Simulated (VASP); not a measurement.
# Ta (I4_1/amd) in VASP: notebook, part 2 of 2

VASP 6.6.1. Earlier steps stand in the parts before.

## 3. Single point, PBE

This run uses another cell than the first one, of 13.57 Å³/atom, 1.003 times its volume.

Input file INCAR:

```
SYSTEM = Ta
  ALGO = Normal
  EDIFF = 1E-6
  ENCUT = 520
  GGA = PE
  ISIF = 2
  ISMEAR = -1
  LASPH = .True.
  LCHARG = .True.
  LELF = .True.
  LREAL = .False.
  LVHAR = .True.
  LWAVE = .False.
  NBANDS = 18
  NELM = 60
  PREC = Accurate
  SIGMA = 0.1
```

Input file KPOINTS:

```
k-points
0
Gamma
  17 17 17
  0 0 0
```

Input file POSCAR:

```
Ta
1.0
   -2.3175062373      2.3175062373      1.2629903851
    2.3175062373     -2.3175062373      1.2629903851
    2.3175062373      2.3175062373     -1.2629903851
Ta
2
Direct
   -0.3750000000     -0.1250000000     -0.2500000000
    0.3750000000      0.1250000000      0.2500000000
```

Potentials or basis: VASP PAW PBE potentials, release 64 (Ta_pv).

Launch:

```
$ cat potpaw_PBE.64/Ta_pv/POTCAR > POTCAR
$ mpirun -np 1 vasp_std > vasp.out
```

OUTCAR:

```text
SYSTEM = Ta
   EDIFF = 1E-6
   ENCUT = 520
   GGA = PE
   ISIF = 2
   ISMEAR = -1
   LASPH = .True.
   LREAL = .False.
   NELM = 60
   PREC = Accurate

 ion  position               nearest neighbor table
   1  0.625  0.875  0.750-   2 2.40   2 2.40   2 2.40   2 2.40   2 2.99   2 2.99   2 2.99   2 2.99

   2  0.375  0.125  0.250-   1 2.40   1 2.40   1 2.40   1 2.40   1 2.99   1 2.99   1 2.99   1 2.99

  LATTYP: Found a body centered tetragonal cell.
 ALAT       =     4.6350124746
 C/A-ratio  =     0.5449782032

  Lattice vectors:

 A1 = (  -2.3175062373,   2.3175062373,   1.2629903851)
 A2 = (   2.3175062373,  -2.3175062373,   1.2629903851)
 A3 = (   2.3175062373,   2.3175062373,  -1.2629903851)

Analysis of symmetry for initial positions (statically):
=====================================================================
 Subroutine PRICEL returns:
 Original cell was already a primitive cell.

 Routine SETGRP: Setting up the symmetry group for a
 body centered tetragonal supercell.

 Subroutine GETGRP returns: Found 16 space group operations
 (whereof  4 operations were pure point group operations)
 out of a pool of 16 trial point group operations.

The static configuration has the point symmetry C_2h.
 The point group associated with its full space group is D_4h.

Analysis of symmetry for dynamics (positions and initial velocities):
=====================================================================
 Subroutine PRICEL returns:
 Original cell was already a primitive cell.

 Routine SETGRP: Setting up the symmetry group for a
 body centered tetragonal supercell.

 Subroutine GETGRP returns: Found 16 space group operations
 (whereof  4 operations were pure point group operations)
 out of a pool of 16 trial point group operations.

The dynamic configuration has the point symmetry C_2h.
 The point group associated with its full space group is D_4h.

 Subroutine INISYM returns: Found 16 space group operations
 (whereof  4 operations are pure point group operations),
 and found     1 'primitive' translations

[... 112 lines left out ...]
   IMIX   =      4    mixing-type and parameters
     AMIX     =   0.40;   BMIX     =  1.00
     AMIX_MAG =   1.60;   BMIX_MAG =  1.00
  volume/ion in A,a.u.               =      13.57        91.55
  Fermi-wavevector in a.u.,A,eV,Ry     =   1.526564  2.884788 31.706998  2.330399
  Thomas-Fermi vector in A             =   2.634580
   LORBIT       =      0    0 simple, 1 ext, 2 COOP (PROOUT), +10 PAW based schemes
   GGA     = PE    functional components
   LHFCALC =     F    Hartree Fock is set to
   AEXX    =    0.0000 exact exchange contribution
   IVDW    =     0    specifies the selected vdW correction
   LEPSILON=     F    determine dielectric tensor
   LRPA    =     F    only Hartree local field effects (RPA)
 non-spin polarized calculation
  energy-cutoff  :      520.00
  volume of cell :       27.13
 maximum number of plane-waves:       749
 NGX is ok and might be reduce to    28
   NGX = 13   NGY = 13   NGZ = 13

 number of electron      22.0000002 magnetization

 Free energy of the ion-electron system (eV)
  ---------------------------------------------------
  ext. energy  EPLUGINS =         0.00000000
  ---------------------------------------------------
  free energy    TOTEN  =       -18.70023460 eV

  energy without entropy =      -18.64784704  energy(sigma->0) =      -18.67404082

 E-fermi :   8.7112     XC(G=0): -14.0683

 val. band max:        8.7062801843   @ k =  -0.1765  -0.2941   0.0588
 cond. band min:       8.7139443560   @ k =  -0.3529  -0.4118   0.1176
 fundamental gap:      0.0076641717
 Fermi energy:         8.7111791267

 k-point     1 :       0.0000    0.0000    0.0000
  band No.  band energies     occupation
      1     -26.7762      2.00000
      2     -26.7762      2.00000
      3     -24.0245      2.00000
      4     -23.9865      2.00000
      5     -23.8690      2.00000
      6     -23.8690      2.00000
[... 481 lines left out ...]
      5     -23.9317      2.00000
      6     -23.8422      2.00000
[... 10 lines left out ...]
     17      17.6014      0.00000
     18      18.0860      0.00000

 [... further k-points ...]

------------------------ aborting loop because EDIFF is reached ----------------------------------------

  FORCE on cell =-STRESS in cart. coord.  units (eV):
  Direction    XX          YY          ZZ          XY          YZ          ZX
  --------------------------------------------------------------------------------------
  -------------------------------------------------------------------------------------
  Total       20.6918287     20.6918287     20.6083575      0.0000000      0.0000000     -0.0000000
  in kB     1221.8210354   1221.8210354   1216.8921890      0.0000000      0.0000000     -0.0000000
  external PRESSURE =    1220.1780866 kB  Pullay stress =       0.0000000 kB

 VOLUME and BASIS-vectors are now :
 -----------------------------------------------------------------------------
  energy-cutoff  :      520.00
  volume of cell :       27.13
      direct lattice vectors                 reciprocal lattice vectors
    -2.317506237  2.317506237  1.262990385     0.000000000  0.215749150  0.395885832
     2.317506237 -2.317506237  1.262990385     0.215749150  0.000000000  0.395885832
     2.317506237  2.317506237 -1.262990385     0.215749150  0.215749150  0.000000000

 POSITION                                       TOTAL-FORCE (eV/Angst)
 -----------------------------------------------------------------------------------
      2.31751      1.15875      0.94724        -0.000000      0.000000     -0.000000
      0.00000      1.15875      0.31575         0.000000     -0.000000      0.000000
 -----------------------------------------------------------------------------------
    total drift:                                0.000000      0.000000     -0.000000

  FREE ENERGIE OF THE ION-ELECTRON SYSTEM (eV)
  ---------------------------------------------------
  free  energy   TOTEN  =       -18.7002346009 eV

  energy  without entropy=      -18.6478470419  energy(sigma->0) =      -18.67404082
```

stdout:

```text
POSCAR found type information on POSCAR Ta
 POSCAR found :  1 types and       2 ions
 scaLAPACK will be used
 LDA part: xc-table for (Slater+PW92), standard interpolation
 POSCAR, INCAR and KPOINTS ok, starting setup
 FFT: planning ... GRIDC
 FFT: planning ... GRID_SOFT
 FFT: planning ... GRID
 WAVECAR not read
 entering main loop
```

Run time: 1.7 min. Hardware: 1 thread of AMD EPYC 9R45 (Zen 5), shared host; peak memory 0.26 GiB.

What came out:

```yaml
Free_energy: -18.7002 eV
Pressure: 122.0 GPa
Band_gap_on_the_k_mesh: zero (band 11 reaches 9.70 eV, above the bottom of band 12 at 7.74 eV)
```

Caveat: spin-orbit coupling is left out, which moves the levels of the heavy elements.

## 4. Single point, PBE

This run uses another cell than the first one, of 13.57 Å³/atom, 1.003 times its volume.

Changes to INCAR since step 3:

```diff
@@ -3,4 +3,5 @@
   EDIFF = 1E-6
-  ENCUT = 520
+  ENCUT = 500
   GGA = PE
+  GGA_COMPAT = .False.
   ISIF = 2
@@ -13,4 +14,4 @@
   LWAVE = .False.
-  NBANDS = 18
-  NELM = 60
+  NBANDS = 20
+  NELM = 120
   PREC = Accurate
```

KPOINTS is that of step 3.

POSCAR is that of step 3.

Potentials or basis: VASP PAW PBE potentials, release 64 (Ta_sv_GW).

Launch:

```
$ cat potpaw_PBE.64/Ta_sv_GW/POTCAR > POTCAR
$ mpirun -np 1 vasp_std > vasp.out
```

Run time: 2.2 min. Hardware: 1 thread of Intel Xeon Platinum 8559C (Emerald Rapids), shared host; peak memory 0.31 GiB.

Results (log left out):

- Free energy: -23.7585 eV
- Pressure: 118.9 GPa
- Band gap on the k mesh: zero (band 13 reaches 16.34 eV, above the bottom of band 14 at 14.39 eV)

Stress tensor (GPa, compression positive):
```
118.93   0.00   0.00
  0.00 118.93   0.00
  0.00   0.00 118.72
```

Levels at points of the mesh, in eV from the Fermi level:
| k point | band 10 | band 11 | band 12 | band 13 | band 14 | band 15 | band 16 | band 17 |
| --- | --- | --- | --- | --- | --- | --- | --- | --- |
| (0.00, 0.00, 0.00) | -7.38 | -4.04 | -3.50 | -2.18 | 3.42 | 3.42 | 3.74 | 3.74 |

Caveat: spin-orbit coupling is left out, which moves the levels of the heavy elements.

## 5. The runs side by side

```csv
potentials or basis,cell,cutoff (eV),second run,gap on the mesh (eV),pressure (GPa)
"VASP PAW PBE potentials, release 64 (Ta_pv)","a = 3.509 Å, angles 97.4, 97.4, 137.8°, 2 atoms",520,-,none,123.7
"VASP PAW PBE potentials, release 64 (Ta_pv)","a = 3.512 Å, angles 97.4, 97.4, 137.9°, 2 atoms",520,-,none,122.0
"VASP PAW PBE potentials, release 64 (Ta_sv_GW)","a = 3.512 Å, angles 97.4, 97.4, 137.9°, 2 atoms",500,valence_matched,none,118.9
```

Alike in all rows: task single point; level PBE; no spin polarisation; k mesh 17 × 17 × 17; smearing fermi-dirac 0.1 eV.

Caveats: spin-orbit coupling is left out, which moves the levels of the heavy elements.

Total energies depend on the potentials used, so only differences within one code and one set of settings carry meaning.
